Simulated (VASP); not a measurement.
# NaCl (P6_3/mmc) in VASP: dielectric tensor with PBE

Aim: the dielectric tensor of NaCl with PBE.

Everything below comes from runs of VASP 6.6.1. Logs are shortened: lines on timing, memory, paths and dates and some standing lists are left out, and cuts for length are marked.

## 1. The cell of the first run

Symmetry: P6_3/mmc, No. 194, hexagonal system. The conventional cell has a = 3.892 Å, b = 3.892 Å, c = 6.737 Å, α = 90.00°, β = 90.00°, γ = 120.00°. Within 3.7 Å of Na (site symmetry -3m) lie 6 Cl at 2.81 Å and 2 Na at 3.37 Å. Cl (site symmetry -6m2) has 6 Na at 2.81 Å within 3.7 Å.

## 2. Dielectric tensor, PBE

INCAR

```
SYSTEM = NaCl
  PREC = Accurate
  ENCUT = 520
  EDIFF = 1E-8
  ISMEAR = 0
  SIGMA = 0.01
  LREAL = .FALSE.
  LASPH = .TRUE.
  NELM = 80
  ALGO = Normal
  ISIF = 2
  LWAVE = .FALSE.
  LCHARG = .FALSE.
  GGA = PE
  LEPSILON = .TRUE.
```

KPOINTS

```
regular mesh
0
G
  6 6 4
  0 0 0
```

POSCAR

```
NaCl
1.0
    3.8922714912      0.0000000000      0.0000000000
   -1.9461357456      3.3708059898      0.0000000000
    0.0000000000      0.0000000000      6.7368163433
Na Cl
2 2
Direct
    0.0000000000      0.0000000000      0.0000000000
    0.0000000000      0.0000000000      0.5000000000
    0.3333333333      0.6666666667      0.2500000000
    0.6666666667      0.3333333333      0.7500000000
```

Potentials or basis: VASP PAW PBE potentials, release 64 (Na_pv, Cl).

The run is started by

```
$ cat potpaw_PBE.64/Na_pv/POTCAR potpaw_PBE.64/Cl/POTCAR > POTCAR
$ mpirun -np 1 vasp_std > vasp.out
```

OUTCAR:

```text
SYSTEM = NaCl
   PREC = Accurate
   ENCUT = 520
   EDIFF = 1E-8
   ISMEAR = 0
   LREAL = .FALSE.
   LASPH = .TRUE.
   NELM = 80
   ISIF = 2
   GGA = PE
   LEPSILON = .TRUE.

 ion  position               nearest neighbor table
   1  0.000  0.000  0.000-
   2  0.000  0.000  0.500-
   3  0.333  0.667  0.250-
   4  0.667  0.333  0.750-

  LATTYP: Found a hexagonal cell.
 ALAT       =     3.8922714912
 C/A-ratio  =     1.7308187156

  Lattice vectors:

 A1 = (   3.8922714912,   0.0000000000,   0.0000000000)
 A2 = (  -1.9461357456,   3.3708059898,   0.0000000000)
 A3 = (   0.0000000000,   0.0000000000,   6.7368163433)

Analysis of symmetry for initial positions (statically):
=====================================================================
 Subroutine PRICEL returns:
 Original cell was already a primitive cell.

 Routine SETGRP: Setting up the symmetry group for a
 hexagonal supercell.

 Subroutine GETGRP returns: Found 24 space group operations
 (whereof 12 operations were pure point group operations)
 out of a pool of 24 trial point group operations.

The static configuration has the point symmetry D_3d.
 The point group associated with its full space group is D_6h.

Analysis of symmetry for dynamics (positions and initial velocities):
=====================================================================
 Subroutine PRICEL returns:
 Original cell was already a primitive cell.

 Routine SETGRP: Setting up the symmetry group for a
 hexagonal supercell.

 Subroutine GETGRP returns: Found 24 space group operations
 (whereof 12 operations were pure point group operations)
 out of a pool of 24 trial point group operations.

The dynamic configuration has the point symmetry D_3d.
 The point group associated with its full space group is D_6h.

 Subroutine INISYM returns: Found 24 space group operations
 (whereof 12 operations are pure point group operations),
 and found     1 'primitive' translations

----------------------------------------------------------------------------------------

                                     Primitive cell

  volume of cell :      88.3877

  direct lattice vectors                    reciprocal lattice vectors
     3.892271491  0.000000000  0.000000000     0.256919386  0.148332476  0.000000000
    -1.946135746  3.370805990  0.000000000     0.000000000  0.296664953  0.000000000
     0.000000000  0.000000000  6.736816343     0.000000000  0.000000000  0.148438068

  length of vectors
     3.892271491  3.892271491  6.736816343     0.296664953  0.296664953  0.148438068

  position of ions in fractional coordinates (direct lattice)
     0.000000000  0.000000000  0.000000000
     0.000000000  0.000000000  0.500000000
     0.333333333  0.666666667  0.250000000
     0.666666667  0.333333333  0.750000000

  ion indices of the primitive-cell ions
   primitive index   ion index
                 1           1
                 2           2
                 3           3
                 4           4

----------------------------------------------------------------------------------------

 KPOINTS: regular mesh

Automatic generation of k-mesh.
 Grid dimensions read from file:
 generate k-points for:    6    6    4

 Generating k-lattice:

  Cartesian coordinates                     Fractional coordinates (reciprocal lattice)
[... 79 lines left out ...]
  Thomas-Fermi vector in A             =   2.252608
   LORBIT       =      0    0 simple, 1 ext, 2 COOP (PROOUT), +10 PAW based schemes
   GGA     = PE    functional components
   LHFCALC =     F    Hartree Fock is set to
   AEXX    =    0.0000 exact exchange contribution
   IVDW    =     0    specifies the selected vdW correction
   LEPSILON=     T    determine dielectric tensor
   LRPA    =     F    only Hartree local field effects (RPA)
 non-spin polarized calculation
 Gauss-broadening in eV      SIGMA  =   0.01
  energy-cutoff  :      520.00
  volume of cell :       88.39
 maximum number of plane-waves:      2419
 NGX is ok and might be reduce to    30
   NGX = 15   NGY = 15   NGZ = 25

--------------------------------------- Ionic step        1  -------------------------------------------

 number of electron      27.9999995 magnetization

 E-fermi :  -0.5121     XC(G=0):  -8.2243

 val. band max:       -0.5634210116   @ k =   0.0000   0.0000   0.0000
 cond. band min:       4.5085198643   @ k =   0.0000   0.0000   0.0000
 fundamental gap:      5.0719408759
 Fermi energy:        -0.5120864879

 k-point     1 :       0.0000    0.0000    0.0000
  band No.  band energies     occupation
      1     -21.5613      2.00000
      2     -21.5070      2.00000
      3     -21.5070      2.00000
      4     -21.5004      2.00000
      5     -21.5004      2.00000
      6     -21.4953      2.00000
[... 418 lines left out ...]
      5     -21.5187      2.00000
      6     -21.5187      2.00000
[... 10 lines left out ...]
     17       8.7850      0.00000
     18       8.7850      0.00000

  FORCE on cell =-STRESS in cart. coord.  units (eV):
  Direction    XX          YY          ZZ          XY          YZ          ZX
  --------------------------------------------------------------------------------------
  -------------------------------------------------------------------------------------
  Total        0.6648063      0.6648063      0.7053317      0.0000000      0.0000000      0.0000000
  in kB       12.0507515     12.0507515     12.7853435      0.0000000      0.0000000      0.0000000
  external PRESSURE =      12.2956155 kB  Pullay stress =       0.0000000 kB

 VOLUME and BASIS-vectors are now :
 -----------------------------------------------------------------------------
  energy-cutoff  :      520.00
  volume of cell :       88.39
      direct lattice vectors                 reciprocal lattice vectors
     3.892271491  0.000000000  0.000000000     0.256919386  0.148332476  0.000000000
    -1.946135746  3.370805990  0.000000000     0.000000000  0.296664953  0.000000000
     0.000000000  0.000000000  6.736816343     0.000000000  0.000000000  0.148438068

 POSITION                                       TOTAL-FORCE (eV/Angst)
 -----------------------------------------------------------------------------------
      0.00000      0.00000      0.00000        -0.000000      0.000000     -0.000000
      0.00000      0.00000      3.36841        -0.000000      0.000000     -0.000000
     -0.00000      2.24720      1.68420        -0.000000      0.000000      0.000000
      1.94614      1.12360      5.05261         0.000000     -0.000000     -0.000000
 -----------------------------------------------------------------------------------
    total drift:                               -0.000000      0.000000     -0.000000

  FREE ENERGIE OF THE ION-ELECTRON SYSTEM (eV)
  ---------------------------------------------------
  free  energy   TOTEN  =       -13.4380942833 eV

  energy  without entropy=      -13.4380942833  energy(sigma->0) =      -13.43809428

 HEAD OF MICROSCOPIC STATIC DIELECTRIC TENSOR (INDEPENDENT PARTICLE, excluding Hartree and local field effects)
 ------------------------------------------------------
           2.758181     0.000000     0.000000
           0.000000     2.758181     0.000000
           0.000000    -0.000000     2.780504
 ------------------------------------------------------

 Free energy of the ion-electron system (eV)
  ---------------------------------------------------
  ---------------------------------------------------
  free energy    TOTEN  =        -0.42032135 eV

  energy without entropy =       -0.42032135

------------------------ aborting loop because EDIFF is reached ----------------------------------------

--------------------------------------- Ionic step        2  -------------------------------------------

------------------------ aborting loop because EDIFF is reached ----------------------------------------

--------------------------------------- Ionic step        3  -------------------------------------------

 Free energy of the ion-electron system (eV)
  ---------------------------------------------------
  ---------------------------------------------------
  free energy    TOTEN  =        -0.42110979 eV

  energy without entropy =       -0.42110979

------------------------ aborting loop because EDIFF is reached ----------------------------------------

 PIEZOELECTRIC TENSOR FIELD DIRECTION 3  (e Angst)
 -----------------------------------------------------------------------------
     0.00007 -0.00000  0.00000           ( -0.00000 -0.00000  0.00000)
     0.00000  0.00007 -0.00000           (  0.00000 -0.00000 -0.00000)
     0.00000 -0.00000  0.00018           (  0.00000 -0.00000 -0.00000)

 PIEZOELECTRIC TENSOR FIELD DIRECTION 3  (C/m^2)
 -----------------------------------------------------------------------------
     0.00001 -0.00000  0.00000
     0.00000  0.00001 -0.00000
     0.00000 -0.00000  0.00003

 MACROSCOPIC STATIC DIELECTRIC TENSOR (including local field effects in DFT)
 ------------------------------------------------------
           2.519153     0.000000     0.000000
           0.000000     2.519153     0.000000
          -0.000000    -0.000000     2.516065
 ------------------------------------------------------

 PIEZOELECTRIC TENSOR (including local field effects)  for field in x, y, z        (e  Angst)
          XX          YY          ZZ          XY          YZ          ZX
  --------------------------------------------------------------------------------
  x     0.00000     0.00000     0.00000     0.00000     0.00000     0.00000
  y     0.00000     0.00000     0.00000     0.00000     0.00000     0.00000
  z     0.00000     0.00000     0.00000     0.00000     0.00000     0.00000

 PIEZOELECTRIC TENSOR (including local field effects)  for field in x, y, z        (C/m^2)
          XX          YY          ZZ          XY          YZ          ZX
  --------------------------------------------------------------------------------
  x     0.00000     0.00000     0.00000     0.00000     0.00000     0.00000
  y     0.00000     0.00000     0.00000     0.00000     0.00000     0.00000
  z     0.00000     0.00000     0.00000     0.00000     0.00000     0.00000

 BORN EFFECTIVE CHARGES (including local field effects) (in |e|, cummulative output)
 ---------------------------------------------------------------------------------
 ion    1
    1     1.08161     0.00000     0.00000
    2     0.00000     1.08161     0.00000
    3    -0.00000     0.00000     1.11142
 ion    2
    1     1.08161     0.00000     0.00000
    2     0.00000     1.08161     0.00000
    3     0.00000     0.00000     1.11142
 ion    3
    1    -1.08161     0.00000     0.00000
    2     0.00000    -1.08161     0.00000
    3     0.00000     0.00000    -1.11142
 ion    4
    1    -1.08161     0.00000     0.00000
    2     0.00000    -1.08161     0.00000
    3    -0.00000     0.00000    -1.11142
```

Run time: 3.4 min. Hardware: 1 thread of AMD EPYC 9R45 (Zen 5), shared host; peak memory 0.29 GiB.

Results:

- Band gap on the k mesh: 5.07 eV
- Electronic dielectric tensor (diagonal): 2.52
- Born charges (mean of the diagonal): Na +1.09; Cl -1.09 e

Electronic dielectric tensor:
```
2.52 0.00 0.00
0.00 2.52 0.00
0.00 0.00 2.52
```

Born effective charge tensors (e):
atom 1, Na
```
1.08 0.00 0.00
0.00 1.08 0.00
0.00 0.00 1.11
```
atom 2, Na
```
1.08 0.00 0.00
0.00 1.08 0.00
0.00 0.00 1.11
```
atom 3, Cl
```
-1.08  0.00  0.00
 0.00 -1.08  0.00
 0.00  0.00 -1.11
```
atom 4, Cl
```
-1.08  0.00  0.00
 0.00 -1.08  0.00
 0.00  0.00 -1.11
```
